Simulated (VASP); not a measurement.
# Ga2O3 (C2/m) in VASP: single point with LDA

Aim: the single point of Ga2O3 with LDA.

All numbers are computed with VASP 6.6.1; they aren't measurements. Logs are shortened: lines on timing, memory, paths and dates and some standing lists are left out, and cuts for length are marked.

## 1. The cell of the first run

Symmetry: C2/m, No. 12, monoclinic system. The conventional cell has a = 12.280 Å, b = 3.048 Å, c = 5.817 Å, α = 90.00°, β = 103.76°, γ = 90.00°. Ga (site symmetry m) has 6 O at 1.94 to 2.08 Å within 2.6 Å. Within 2.4 Å of Ga (site symmetry m) lie 4 O at 1.84 to 1.87 Å. Within 2.4 Å of O (site symmetry m) lie 3 Ga at 1.84 to 1.94 Å. Within 2.5 Å of O (site symmetry m) lie 4 Ga at 1.87 to 2.08 Å. Within 2.4 Å of O (site symmetry m) lie 3 Ga at 1.84 to 1.95 Å.

## 2. Single point, LDA

The input, INCAR:

```
SYSTEM = Ga2O3
PREC = Accurate
ENCUT = 520
EDIFF = 1E-7
ISMEAR = 0
SIGMA = 0.1
LREAL = .False.
LASPH = .True.
NELM = 60
ALGO = Normal
ISIF = 2
LWAVE = .False.
LCHARG = .False.
NBANDS = 55
```

The input, KPOINTS:

```
regular mesh
0
Gamma
  6 6 4
  0 0 0
```

The input, POSCAR:

```
Ga2O3
1.0
    6.1402367100     -1.5237836800      0.0000000000
    6.1402367100      1.5237836800      0.0000000000
   -1.3841308900      0.0000000000      5.6503488600
Ga O
4 6
Direct
    0.3411617000      0.3411617000      0.6852696600
    0.6588383000      0.6588383000      0.3147303400
    0.9095256000      0.9095256000      0.2052140000
    0.0904744000      0.0904744000      0.7947860000
    0.5035308700      0.5035308700      0.7433359100
    0.4964691300      0.4964691300      0.2566640900
    0.8266289400      0.8266289400      0.4367698400
    0.1733710600      0.1733710600      0.5632301600
    0.1645049800      0.1645049800      0.1091540800
    0.8354950200      0.8354950200      0.8908459200
```

Potentials or basis: VASP PAW LDA potentials, release 64 (Ga_d, O).

The run is started by

```console
cat potpaw_LDA.64/Ga_d/POTCAR potpaw_LDA.64/O/POTCAR > POTCAR
mpirun -np 1 vasp_std > vasp.out
```

OUTCAR:

```text
SYSTEM = Ga2O3
   PREC = Accurate
   ENCUT = 520
   EDIFF = 1E-7
   ISMEAR = 0
   LREAL = .False.
   LASPH = .True.
   NELM = 60
   ISIF = 2

 ion  position               nearest neighbor table
   1  0.341  0.341  0.685-   5 1.94  10 1.95  10 1.95   8 2.01   7 2.08   7 2.08
   2  0.659  0.659  0.315-   6 1.94   9 1.95   9 1.95   7 2.01   8 2.08   8 2.08
   3  0.910  0.910  0.205-  10 1.84   6 1.84   6 1.84   7 1.87
   4  0.090  0.090  0.795-   9 1.84   5 1.84   5 1.84   8 1.87
   5  0.504  0.504  0.743-   4 1.84   4 1.84   1 1.94
   6  0.496  0.496  0.257-   3 1.84   3 1.84   2 1.94
   7  0.827  0.827  0.437-   3 1.87   2 2.01   1 2.08   1 2.08
   8  0.173  0.173  0.563-   4 1.87   1 2.01   2 2.08   2 2.08
   9  0.165  0.165  0.109-   4 1.84   2 1.95   2 1.95
  10  0.835  0.835  0.891-   3 1.84   1 1.95   1 1.95

  LATTYP: Found a base centered monoclinic cell.
 ALAT       =    12.2804734200
 B/A-ratio  =     0.2481636706
 C/A-ratio  =     0.4737122036
 COS(beta)  =    -0.2379290544

  Lattice vectors:

 A1 = (   6.1402367100,  -1.5237836800,   0.0000000000)
 A2 = (   6.1402367100,   1.5237836800,   0.0000000000)
 A3 = (  -1.3841308900,   0.0000000000,   5.6503488600)

Analysis of symmetry for initial positions (statically):
=====================================================================
 Subroutine PRICEL returns:
 Original cell was already a primitive cell.

 Routine SETGRP: Setting up the symmetry group for a
 base centered monoclinic supercell.

 Subroutine GETGRP returns: Found  4 space group operations
 (whereof  4 operations were pure point group operations)
 out of a pool of  4 trial point group operations.

The static configuration has the point symmetry C_2h.

Analysis of symmetry for dynamics (positions and initial velocities):
=====================================================================
 Subroutine PRICEL returns:
 Original cell was already a primitive cell.

 Routine SETGRP: Setting up the symmetry group for a
 base centered monoclinic supercell.

 Subroutine GETGRP returns: Found  4 space group operations
 (whereof  4 operations were pure point group operations)
 out of a pool of  4 trial point group operations.

The dynamic configuration has the point symmetry C_2h.

[... 118 lines left out ...]
   IBRION =     -1    ionic relax: 0-MD 1-quasi-New 2-CG
   NFREE  =      0    steps in history (QN), initial steepest desc. (CG)
   ISIF   =      2    stress and relaxation
   ISYM   =      2    0-nonsym 1-usesym 2-fastsym
   POTIM  = 0.5000    time-step for ionic-motion
   TEBEG  =    0.0;   TEEND  =   0.0 temperature during run
   PSTRESS=    0.0 pullay stress
   NELECT =      88.0000    total number of electrons
   NUPDOWN=      -1.0000    fix difference up-down
   EMIN   =  10.00;   EMAX   =-10.00  energy-range for DOS
   EFERMI =   0.00;   METHOD = LEGACY
   ISMEAR =     0;   SIGMA  =   0.10  broadening in eV -4-tet -1-fermi 0-gaus
   EFERMI_NEDOS =   21; number of points for ismear=-14 and -15
   IALGO  =     38    algorithm
   IMIX   =      4    mixing-type and parameters
     AMIX     =   0.40;   BMIX     =  1.00
     AMIX_MAG =   1.60;   BMIX_MAG =  1.00
  volume/ion in A,a.u.               =      10.57        71.35
  Fermi-wavevector in a.u.,A,eV,Ry     =   1.539919  2.910025 32.264175  2.371350
  Thomas-Fermi vector in A             =   2.646079
   LORBIT       =      0    0 simple, 1 ext, 2 COOP (PROOUT), +10 PAW based schemes
   GGA     = CA    functional components
   LHFCALC =     F    Hartree Fock is set to
   AEXX    =    0.0000 exact exchange contribution
   IVDW    =     0    specifies the selected vdW correction
   LEPSILON=     F    determine dielectric tensor
   LRPA    =     F    only Hartree local field effects (RPA)
 non-spin polarized calculation
 Gauss-broadening in eV      SIGMA  =   0.10
  energy-cutoff  :      520.00
  volume of cell :      105.73
 maximum number of plane-waves:      2873
   NGX = 23   NGY = 23   NGZ = 21

 number of electron      88.0000016 magnetization

 Free energy of the ion-electron system (eV)
  ---------------------------------------------------
  ext. energy  EPLUGINS =         0.00000000
  ---------------------------------------------------
  free energy    TOTEN  =       -68.19471550 eV

  energy without entropy =      -68.19471550  energy(sigma->0) =      -68.19471550

 E-fermi :   4.0291     XC(G=0): -12.1486

 val. band max:        3.5069167788   @ k =   0.5000   0.5000   0.5000
 cond. band min:       5.7171504641   @ k =   0.0000   0.0000   0.0000
 fundamental gap:      2.2102336853
 Fermi energy:         4.0291190715

 k-point     1 :       0.0000    0.0000    0.0000
  band No.  band energies     occupation
      1     -15.1700      2.00000
      2     -13.9522      2.00000
      3     -13.9379      2.00000
      4     -13.8471      2.00000
      5     -13.3465      2.00000
      6     -13.3355      2.00000
[... 1381 lines left out ...]
     54      14.3019      0.00000
     55      14.9805      0.00000

 [... further k-points ...]

------------------------ aborting loop because EDIFF is reached ----------------------------------------

  FORCE on cell =-STRESS in cart. coord.  units (eV):
  Direction    XX          YY          ZZ          XY          YZ          ZX
  --------------------------------------------------------------------------------------
  -------------------------------------------------------------------------------------
  Total       -3.0971367     -3.3142898     -3.3057497      0.0000000      0.0000000     -0.0110011
  in kB      -46.9307249    -50.2212329    -50.0918255      0.0000000      0.0000000     -0.1666997
  external PRESSURE =     -49.0812611 kB  Pullay stress =       0.0000000 kB

 VOLUME and BASIS-vectors are now :
 -----------------------------------------------------------------------------
  energy-cutoff  :      520.00
  volume of cell :      105.73
      direct lattice vectors                 reciprocal lattice vectors
     6.140236710 -1.523783680  0.000000000     0.081430085 -0.328130565  0.019947423
     6.140236710  1.523783680  0.000000000     0.081430085  0.328130565  0.019947423
    -1.384130890  0.000000000  5.650348860     0.000000000  0.000000000  0.176980223

 POSITION                                       TOTAL-FORCE (eV/Angst)
 -----------------------------------------------------------------------------------
      3.24112      0.00000      3.87201         0.025987      0.000000      0.062923
      7.65522      0.00000      1.77834        -0.025987      0.000000     -0.062923
     10.88536      0.00000      1.15953         0.078636      0.000000     -0.014244
      0.01098      0.00000      4.49082        -0.078636      0.000000      0.014244
      5.15472      0.00000      4.20011         0.062337      0.000000      0.021208
      5.74162      0.00000      1.45024        -0.062337      0.000000     -0.021208
      9.54685      0.00000      2.46790        -0.059236      0.000000      0.029876
      1.34949      0.00000      3.18245         0.059236      0.000000     -0.029876
      1.86912      0.00000      0.61676        -0.071754      0.000000      0.061218
      9.02723      0.00000      5.03359         0.071754      0.000000     -0.061218
 -----------------------------------------------------------------------------------
    total drift:                                0.000000      0.000000     -0.000000

  FREE ENERGIE OF THE ION-ELECTRON SYSTEM (eV)
  ---------------------------------------------------
  free  energy   TOTEN  =       -68.1947154995 eV

  energy  without entropy=      -68.1947154995  energy(sigma->0) =      -68.19471550
```

OSZICAR:

```text
N       E                     dE             d eps       ncg     rms          rms(c)
DAV:   1     0.120458886418E+04    0.12046E+04   -0.39961E+04  6122   0.292E+03
DAV:   2     0.191040321560E+03   -0.10135E+04   -0.94764E+03  5274   0.815E+02
DAV:   3    -0.565546139087E+02   -0.24759E+03   -0.24044E+03  5976   0.260E+02
DAV:   4    -0.764812092392E+02   -0.19927E+02   -0.19712E+02  6293   0.799E+01
DAV:   5    -0.771999691960E+02   -0.71876E+00   -0.71739E+00  6802   0.156E+01    0.170E+01
DAV:   6    -0.683088201770E+02    0.88911E+01   -0.29531E+01  9574   0.611E+01    0.485E+00
DAV:   7    -0.683479366337E+02   -0.39116E-01   -0.31689E+00  5793   0.100E+01    0.336E+00
DAV:   8    -0.682346273402E+02    0.11331E+00   -0.66917E-01  7324   0.774E+00    0.146E+00
DAV:   9    -0.681934280200E+02    0.41199E-01   -0.16836E-01  7452   0.528E+00    0.257E-01
DAV:  10    -0.681946761261E+02   -0.12481E-02   -0.23466E-02  6592   0.991E-01    0.123E-01
DAV:  11    -0.681947525063E+02   -0.76380E-04   -0.18567E-03  7316   0.541E-01    0.765E-02
DAV:  12    -0.681947131247E+02    0.39382E-04   -0.52469E-04  7069   0.313E-01    0.187E-02
DAV:  13    -0.681947150589E+02   -0.19342E-05   -0.89894E-05  7404   0.707E-02    0.550E-03
DAV:  14    -0.681947160159E+02   -0.95698E-06   -0.11004E-05  7626   0.539E-02    0.702E-03
DAV:  15    -0.681947154053E+02    0.61063E-06   -0.24657E-06  8156   0.302E-02    0.199E-03
DAV:  16    -0.681947155027E+02   -0.97485E-07   -0.13828E-06  5720   0.832E-03    0.601E-04
DAV:  17    -0.681947154995E+02    0.32469E-08   -0.51399E-08  3558   0.267E-03
   1 F= -.68194715E+02 E0= -.68194715E+02  d E =-.115474E-14
```

stdout:

```text
POSCAR found type information on POSCAR GaO
 POSCAR found :  2 types and      10 ions
 scaLAPACK will be used
 LDA part: xc-table for (Slater(with rela. corr.)+CA(PZ))
 , standard interpolation
 POSCAR, INCAR and KPOINTS ok, starting setup
 FFT: planning ... GRIDC
 FFT: planning ... GRID_SOFT
 FFT: planning ... GRID
 WAVECAR not read
 entering main loop
```

Run time: 7.1 min. Hardware: 1 thread of Intel Xeon Platinum 8259CL at 2.50GHz (Skylake/Cascade Lake), shared host; peak memory 0.38 GiB.

What came out:

```yaml
Free_energy: -68.1947 eV
Pressure: -4.9 GPa
Largest_force: 0.094 eV/Å
Band_gap_on_the_k_mesh: 2.21 eV (least direct gap 2.23 eV)
```

Forces on the atoms (eV/Å):
```
Ga   0.026  0.000  0.063
Ga  -0.026  0.000 -0.063
Ga   0.079  0.000 -0.014
Ga  -0.079  0.000  0.014
O    0.062  0.000  0.021
O   -0.062  0.000 -0.021
O   -0.059  0.000  0.030
O    0.059  0.000 -0.030
O   -0.072  0.000  0.061
O    0.072  0.000 -0.061
```

Stress tensor (GPa, compression positive):
```
-4.69  0.00 -0.02
 0.00 -5.02  0.00
-0.02  0.00 -5.01
```

Levels at points of the mesh, in eV from the valence-band top:
```csv
k point,band 40,band 41,band 42,band 43,band 44,band 45,band 46,band 47,band 48,band 49
"(0.00, 0.00, 0.00)",-0.71,-0.71,-0.49,-0.29,-0.02,2.21,5.44,6.47,6.49,7.52
"(0.50, 0.00, 0.00)",-1.33,-0.80,-0.73,-0.48,-0.10,5.35,6.25,6.96,7.18,7.76
"(0.50, 0.50, 0.00)",-1.10,-0.71,-0.69,-0.42,-0.15,4.35,4.61,5.55,6.33,7.71
"(0.00, 0.00, 0.50)",-1.44,-0.68,-0.66,-0.52,-0.30,4.56,4.70,6.48,6.93,7.51
"(0.50, 0.00, 0.50)",-1.29,-1.12,-1.05,-0.74,-0.65,6.61,6.65,7.55,7.73,8.16
"(0.50, 0.50, 0.50)",-0.74,-0.67,-0.64,-0.61,0.00,4.97,5.09,6.00,6.29,6.71
```

Caveat: the cell stands under tension. A k mesh can miss the band edges.
